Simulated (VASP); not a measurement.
Write the native input for VASP 6.6.1 that does the following.

```
Task                   : relaxation of the atoms
Functional             : PBE
Dispersion             : D3(BJ)
Potentials or basis    : VASP PAW PBE potentials, release 64 (C, Cl, H)
Cutoff                 : 520 eV
k mesh                 : 1 × 1 × 1
Occupations            : fermi-dirac, width 0.02 eV
Spin                   : no spin polarisation
Dipole correction      : no
Further INCAR settings : LREAL = Auto; ALGO = Normal; EDIFF = 1e-07; IBRION = 2; EDIFFG = -0.3; NSW = 35
```

The structure of H3CCl lies in POSCAR:

```
H3CCl
1.0
    9.0287150000      0.0000000000      0.0000000000
    0.0000000000      9.0287150000      0.0000000000
    0.0000000000      0.0000000000      9.0287150000
C Cl H
8 8 24
Direct
    0.2023345000      0.1983981000      0.1050519000
    0.4706926000      0.9329783000      0.8592536000
    0.2204128000      0.7491028000      0.8774158000
    0.5874896000      0.3888338000      0.7616130000
    0.6931314000      0.8175002000      0.5435995000
    0.7777594000      0.3059638000      0.4730348000
    0.5478480000      0.5518706000      0.2696856000
    0.0053281000      0.8935079000      0.1401956000
    0.1166423000      0.2876226000      0.2581774000
    0.3591402000      1.0910947000      0.8231036000
    0.0852219000      0.6103503000      0.9123837000
    0.5038193000      0.4775048000      0.9161714000
    0.5020836000      0.7998841000      0.4995320000
    0.9007509000      0.2577515000      0.6189807000
    0.5982443000      0.7123330000      0.1673938000
   -0.0372669000      0.7588274000      0.2773027000
    0.1228052000      0.1906145000      0.0148339000
    0.2977900000      0.2633025000      0.0704046000
    0.2374508000      0.0881308000      0.1387081000
    0.4490039000      0.8497204000      0.7748586000
    0.5867066000      0.9654842000      0.8562714000
    0.4428136000      0.8895482000      0.9681635000
    0.1909025000      0.8487058000      0.9385155000
    0.3280498000      0.7088260000      0.9137040000
    0.2228125000      0.7724244000      0.7591994000
    0.6600967000      0.4673757000      0.7060777000
    0.6511738000      0.2942272000      0.8005834000
    0.5010366000      0.3520817000      0.6861151000
    0.7038503000      0.8468362000      0.6600010000
    0.7480045000      0.7123234000      0.5223489000
    0.7413372000      0.9038338000      0.4746975000
    0.8010137000      0.2360857000      0.3776351000
    0.6644017000      0.2887121000      0.5101455000
    0.7946028000      0.4218111000      0.4443909000
    0.5056598000      0.4685859000      0.1934715000
    0.6452137000      0.5098406000      0.3269410000
    0.4626520000      0.5816060000      0.3495744000
   -0.0667829000      0.9888755000      0.1553550000
    0.1205752000      0.9265905000      0.1523788000
   -0.0124361000      0.8452802000      0.0311850000
```

The input as run:

INCAR

```
PREC = Accurate ; ENCUT = 520
EDIFF = 1E-7 ; ISMEAR = -1
SIGMA = 0.02 ; LREAL = Auto
LASPH = T ; NELM = 120
ALGO = Normal ; ISIF = 2
LWAVE = F ; LCHARG = F
GGA = PE ; IVDW = 12
IBRION = 2 ; NSW = 35
EDIFFG = -0.3 ; GGA_COMPAT = F
NELMIN = 4
```

KPOINTS

```
Automatic mesh
0
Gamma
  1 1 1
```

Potentials or basis: VASP PAW PBE potentials, release 64 (C, Cl, H).

Run with:

```sh
$ cat potpaw_PBE.64/C/POTCAR potpaw_PBE.64/Cl/POTCAR potpaw_PBE.64/H/POTCAR > POTCAR
$ mpirun -np 1 vasp_gam > vasp.out
```

It gave:

```
Energy gained by relaxing    : 13.6 meV/atom
Ionic steps                  : 16
Pressure after relaxing      : 0.3 GPa
Largest force after relaxing : 0.298 eV/Å
Band gap on the k mesh       : 5.33 eV
Dispersion energy per atom   : -0.045 eV
```

Caveat: the k points lie up to 0.70 Å⁻¹ apart; the relaxation stopped at a loose force limit of 0.3 eV/Å, so its end isn't a converged minimum.

Wall time 20 min on 1 thread of AMD EPYC 7R43 64-Core Processor (Zen 3) (shared host), peak memory 0.71 GiB.
